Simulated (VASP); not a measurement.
# Ca (Fm-3m) in VASP: settings compared, part 2 of 2

VASP 6.6.1.

### 3 Single point, r2SCAN

Input file POSCAR:

```
Ca
1.0
    0.0000000000      2.7942000000      2.7942000000
    2.7942000000      0.0000000000      2.7942000000
    2.7942000000      2.7942000000      0.0000000000
Ca
1
Direct
    0.0000000000      0.0000000000      0.0000000000
```

Input file INCAR.step1:

```
PREC = Accurate ; ENCUT = 550
ISMEAR = -1 ; SIGMA = 0.05
LREAL = F ; LASPH = T
NELM = 120 ; NBANDS = 11
GGA = PE ; ALGO = Normal
EDIFF = 1E-5 ; LWAVE = T
LCHARG = F ; GGA_COMPAT = F
```

Input file INCAR.step2:

```
PREC = Accurate ; ENCUT = 550
EDIFF = 1E-6 ; ISMEAR = -1
SIGMA = 0.05 ; LREAL = F
LASPH = T ; NELM = 120
ALGO = Normal ; ISIF = 2
LWAVE = F ; LCHARG = F
METAGGA = R2SCAN ; LMIXTAU = T
NBANDS = 11 ; ISTART = 1
GGA_COMPAT = F
```

Input file KPOINTS:

```
regular mesh
0
Gamma
  11 11 11
```

Potentials or basis: VASP PAW PBE potentials, release 64 (Ca_sv).

Command:

```bash
$ cat potpaw_PBE.64/Ca_sv/POTCAR > POTCAR
$ cp INCAR.step1 INCAR
$ mpirun -np 1 vasp_std > vasp.out
$ cp INCAR.step2 INCAR
$ mpirun -np 1 vasp_std > vasp.out
```

OUTCAR:

```text
PREC = Accurate
   ENCUT = 550
   EDIFF = 1E-6
   ISMEAR = -1
   LREAL = F
   LASPH = T
   NELM = 120
   ISIF = 2
   METAGGA = R2SCAN
   ISTART = 1

 ion  position               nearest neighbor table
   1  0.000  0.000  0.000-

  LATTYP: Found a face centered cubic cell.
 ALAT       =     5.5884000000

  Lattice vectors:

 A1 = (   0.0000000000,   2.7942000000,   2.7942000000)
 A2 = (   2.7942000000,   0.0000000000,   2.7942000000)
 A3 = (   2.7942000000,   2.7942000000,   0.0000000000)

Analysis of symmetry for initial positions (statically):
=====================================================================
 Subroutine PRICEL returns:
 Original cell was already a primitive cell.

 Routine SETGRP: Setting up the symmetry group for a
 face centered cubic supercell.

 Subroutine GETGRP returns: Found 48 space group operations
 (whereof 48 operations were pure point group operations)
 out of a pool of 48 trial point group operations.

The static configuration has the point symmetry O_h .

Analysis of symmetry for dynamics (positions and initial velocities):
=====================================================================
 Subroutine PRICEL returns:
 Original cell was already a primitive cell.

 Routine SETGRP: Setting up the symmetry group for a
 face centered cubic supercell.

 Subroutine GETGRP returns: Found 48 space group operations
 (whereof 48 operations were pure point group operations)
 out of a pool of 48 trial point group operations.

The dynamic configuration has the point symmetry O_h .

 Subroutine INISYM returns: Found 48 space group operations
 (whereof 48 operations are pure point group operations),
 and found     1 'primitive' translations

----------------------------------------------------------------------------------------

                                     Primitive cell

  volume of cell :      43.6317

  direct lattice vectors                    reciprocal lattice vectors
     0.000000000  2.794200000  2.794200000    -0.178942094  0.178942094  0.178942094
     2.794200000  0.000000000  2.794200000     0.178942094 -0.178942094  0.178942094
     2.794200000  2.794200000  0.000000000     0.178942094  0.178942094 -0.178942094

  length of vectors
     3.951595536  3.951595536  3.951595536     0.309936799  0.309936799  0.309936799

  position of ions in fractional coordinates (direct lattice)
     0.000000000  0.000000000  0.000000000

  ion indices of the primitive-cell ions
   primitive index   ion index
                 1           1

----------------------------------------------------------------------------------------

 KPOINTS: regular mesh

Automatic generation of k-mesh.
 Grid dimensions read from file:
 generate k-points for:   11   11   11

 Generating k-lattice:

  Cartesian coordinates                     Fractional coordinates (reciprocal lattice)
    -0.016267463  0.016267463  0.016267463     0.090909091  0.000000000  0.000000000
     0.016267463 -0.016267463  0.016267463     0.000000000  0.090909091  0.000000000
     0.016267463  0.016267463 -0.016267463     0.000000000  0.000000000  0.090909091

  Length of vectors
     0.028176073  0.028176073  0.028176073

  Shift w.r.t. Gamma in fractional coordinates (k-lattice)
     0.000000000  0.000000000  0.000000000

 Subroutine IBZKPT returns following result:
 ===========================================

 Found     56 irreducible k-points:

 Following reciprocal coordinates:
            Coordinates               Weight
  0.000000  0.000000  0.000000      1.000000
  0.090909  0.000000  0.000000      8.000000
  0.181818  0.000000  0.000000      8.000000
  0.272727  0.000000  0.000000      8.000000
  0.363636  0.000000  0.000000      8.000000
  0.454545  0.000000  0.000000      8.000000
[... 16 lines left out ...]
 -0.272727  0.181818  0.000000     24.000000
 -0.181818  0.181818  0.000000     12.000000
 [... further k-points ...]
   k-points           NKPTS =     56   k-points in BZ     NKDIM =     56   number of bands    NBANDS=     11
   number of dos      NEDOS =    301   number of ions     NIONS =      1
   total plane-waves  NPLWV =  27000
   dimension x,y,z NGX =    30 NGY =   30 NGZ =   30
   dimension x,y,z NGXF=    60 NGYF=   60 NGZF=   60
   ions per type =               1
   NGX,Y,Z   is equivalent  to a cutoff of  12.62, 12.62, 12.62 a.u.
   NGXF,Y,Z  is equivalent  to a cutoff of  25.24, 25.24, 25.24 a.u.
 SYSTEM =  unknown system
   PREC   = accura    normal or accurate (medium, high low for compatibility)
   ISTART =      1    job   : 0-new  1-cont  2-samecut
   ICHARG =      0    charge: 1-file 2-atom 10-const
   ISPIN  =      1    spin polarized calculation?
   LNONCOLLINEAR =      F non collinear calculations
   LSORBIT =      F    spin-orbit coupling
   LASPH  =      T    aspherical Exc in radial PAW
   ENCUT  =  550.0 eV  40.42 Ry    6.36 a.u.   7.56  7.56  7.56*2*pi/ulx,y,z
   NELM   =    120;   NELMIN=  2; NELMDL=  0     # of ELM steps
   EDIFF  = 0.1E-05   stopping-criterion for ELM
   LREAL  =      F    real-space projection
   EDIFFG = 0.1E-04   stopping-criterion for IOM
   NSW    =      0    number of steps for IOM
   IBRION =     -1    ionic relax: 0-MD 1-quasi-New 2-CG
   NFREE  =      0    steps in history (QN), initial steepest desc. (CG)
   ISIF   =      2    stress and relaxation
   ISYM   =      2    0-nonsym 1-usesym 2-fastsym
   POTIM  = 0.5000    time-step for ionic-motion
   TEBEG  =    0.0;   TEEND  =   0.0 temperature during run
   PSTRESS=    0.0 pullay stress
   NELECT =      10.0000    total number of electrons
   NUPDOWN=      -1.0000    fix difference up-down
   EMIN   =  10.00;   EMAX   =-10.00  energy-range for DOS
   EFERMI =   0.00;   METHOD = LEGACY
   ISMEAR =    -1;   SIGMA  =   0.05  broadening in eV -4-tet -1-fermi 0-gaus
   EFERMI_NEDOS =   21; number of points for ismear=-14 and -15
   IALGO  =     38    algorithm
   IMIX   =      4    mixing-type and parameters
     AMIX     =   0.40;   BMIX     =  1.00
     AMIX_MAG =   1.60;   BMIX_MAG =  1.00
  volume/ion in A,a.u.               =      43.63       294.44
  Fermi-wavevector in a.u.,A,eV,Ry     =   1.001861  1.893242 13.656506  1.003725
  Thomas-Fermi vector in A             =   2.134310
   LORBIT       =      0    0 simple, 1 ext, 2 COOP (PROOUT), +10 PAW based schemes
   METAGGA = R2SCAN    functional components
   LHFCALC =     F    Hartree Fock is set to
   AEXX    =    0.0000 exact exchange contribution
   IVDW    =     0    specifies the selected vdW correction
   LEPSILON=     F    determine dielectric tensor
   LRPA    =     F    only Hartree local field effects (RPA)
 non-spin polarized calculation
  energy-cutoff  :      550.00
  volume of cell :       43.63
 maximum number of plane-waves:      1303
   NGX = 15   NGY = 15   NGZ = 15

 number of electron       9.9999997 magnetization

 Free energy of the ion-electron system (eV)
  ---------------------------------------------------
  ext. energy  EPLUGINS =         0.00000000
  ---------------------------------------------------
  free energy    TOTEN  =        -7.03726467 eV

  energy without entropy =       -7.02662628  energy(sigma->0) =       -7.03194547

 E-fermi :   1.8696     XC(G=0):  -8.1113

 val. band max:        1.8423017426   @ k =  -0.3636   0.4545   0.0909
 cond. band min:       1.8938815891   @ k =  -0.3636   0.3636   0.0909
 fundamental gap:      0.0515798465
 Fermi energy:         1.8696068081

 k-point     1 :       0.0000    0.0000    0.0000
  band No.  band energies     occupation
      1     -41.9887      2.00000
      2     -22.0208      2.00000
      3     -22.0208      2.00000
      4     -22.0208      2.00000
      5      -2.3622      2.00000
      6       4.5287      0.00000
      7       4.5287      0.00000
      8       4.5287      0.00000
      9       5.6180      0.00000
     10       5.6180      0.00000
     11      11.3305      0.00000
[... 309 lines left out ...]
 k-point    24 :      -0.1818    0.1818    0.0000
  band No.  band energies     occupation
      1     -41.9805      2.00000
      2     -22.0922      2.00000
      3     -22.0509      2.00000
      4     -22.0299      2.00000
      5      -0.8963      2.00000
      6       3.4007      0.00000
      7       4.2197      0.00000
      8       5.0185      0.00000
      9       5.1113      0.00000
     10       6.1022      0.00000
     11       9.7027      0.00000

 [... further k-points ...]

------------------------ aborting loop because EDIFF is reached ----------------------------------------

  FORCE on cell =-STRESS in cart. coord.  units (eV):
  Direction    XX          YY          ZZ          XY          YZ          ZX
  --------------------------------------------------------------------------------------
  -------------------------------------------------------------------------------------
  Total       -0.0398135     -0.0398135     -0.0398135     -0.0000000     -0.0000000      0.0000000
  in kB       -1.4619709     -1.4619709     -1.4619709     -0.0000000     -0.0000000      0.0000000
  external PRESSURE =      -1.4619709 kB  Pullay stress =       0.0000000 kB

 VOLUME and BASIS-vectors are now :
 -----------------------------------------------------------------------------
  energy-cutoff  :      550.00
  volume of cell :       43.63
      direct lattice vectors                 reciprocal lattice vectors
     0.000000000  2.794200000  2.794200000    -0.178942094  0.178942094  0.178942094
     2.794200000  0.000000000  2.794200000     0.178942094 -0.178942094  0.178942094
     2.794200000  2.794200000  0.000000000     0.178942094  0.178942094 -0.178942094

 POSITION                                       TOTAL-FORCE (eV/Angst)
 -----------------------------------------------------------------------------------
      0.00000      0.00000      0.00000         0.000000      0.000000      0.000000
 -----------------------------------------------------------------------------------
    total drift:                               -0.000000     -0.000000     -0.000000

  FREE ENERGIE OF THE ION-ELECTRON SYSTEM (eV)
  ---------------------------------------------------
  free  energy   TOTEN  =        -7.0372646695 eV

  energy  without entropy=       -7.0266262759  energy(sigma->0) =       -7.03194547
```

Wall time 2.6 min (1 thread of AMD EPYC 7R43 (Zen 3), shared host); peak memory 0.15 GiB.

Results:

* Free energy: -7.0373 eV
* Pressure: -0.1 GPa
* Band gap on the k mesh: zero (bands 5 and 6 overlap by 0.44 eV)

Levels at points of the mesh, in eV from the Fermi level:
```tsv
k point	band 1	band 2	band 3	band 4	band 5	band 6	band 7	band 8	band 9	band 10
(0.00, 0.00, 0.00)	-43.86	-23.89	-23.89	-23.89	-4.23	2.66	2.66	2.66	3.75	3.75
```

Caveat: the PAW data sets were made with another functional, which shifts forces and pressure a little.
